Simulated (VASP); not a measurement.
A run of VASP 6.6.1 is set up as follows.

INCAR

```
SYSTEM = Ag
PREC = Accurate
ENCUT = 500
EDIFF = 1E-6
ISMEAR = 0
SIGMA = 0.05
LREAL = .FALSE.
LASPH = .TRUE.
NELM = 120
ALGO = Normal
ISIF = 2
LWAVE = .FALSE.
LCHARG = .TRUE.
GGA = PE
LELF = .TRUE.
LVHAR = .TRUE.
NBANDS = 30
GGA_COMPAT = .FALSE.
```

File KPOINTS:

```
regular mesh
0
G
  6 6 6
  0 0 0
```

Contents of POSCAR:

```
Ag
1.0
    4.1494362765      0.0000000000      0.0000000000
    0.0000000000      4.1494362765      0.0000000000
    0.0000000000      0.0000000000      4.1494362765
Ag
4
Direct
    0.0000000000      0.0000000000      0.0000000000
    0.0000000000      0.5000000000      0.5000000000
    0.5000000000      0.0000000000      0.5000000000
    0.5000000000      0.5000000000      0.0000000000
```

Potentials or basis: VASP PAW PBE potentials, release 64 (Ag).

Run with:

```console
$ cat potpaw_PBE.64/Ag/POTCAR > POTCAR
$ mpirun -np 1 vasp_std > vasp.out
```

Question: What does it give for the band gap on the k mesh?

Answer: Zero (band 22 reaches 9.45 eV, above the bottom of band 23 at 7.22 eV).

Question: Estimate the pressure.

Answer: -0.1 GPa.
